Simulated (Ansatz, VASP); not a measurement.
## One calculation of Ti, two programs

```
Ti
1.0
     0.00000    2.03000    1.86760
     2.03000    0.00000    1.86760
     2.03000    2.03000    0.00000
Ti
1
Direct
  0.00000 0.00000 0.00000
```

Change from the starting cell: strain +0.000 along x and y, -0.080 along z, atoms carried along.

Alike in both runs: task single point; functional r2SCAN; k mesh 20 × 20 × 20; occupations gaussian, width 0.15 eV; no spin polarisation.

|  | VASP | Ansatz |
| --- | --- | --- |
| version | VASP 6.6.1 | Ansatz 0.2.0 |
| potentials or method | VASP PAW PBE potentials, release 64 (Ti_sv), cutoff 520 eV | scalar-relativistic, plane waves, PAW |
| valence electrons in the cell | 12 | 12 |

Ansatz gave:

| Property | Result |
| --- | --- |
| gap on the k mesh at the Fermi level (eV) | none |
| pressure (GPa) | 16.2 |
| traceless stress, the component that is largest in VASP (GPa) | 1.67 |

Which values does VASP return?

gap on the k mesh at the Fermi level (eV): none; pressure (GPa): 16.7; traceless stress, the component that is largest in VASP (GPa): 1.69.

VASP's potentials were made for PBE, not for r2SCAN. A gap of «none» marks a metal or a gap that the smearing closes.
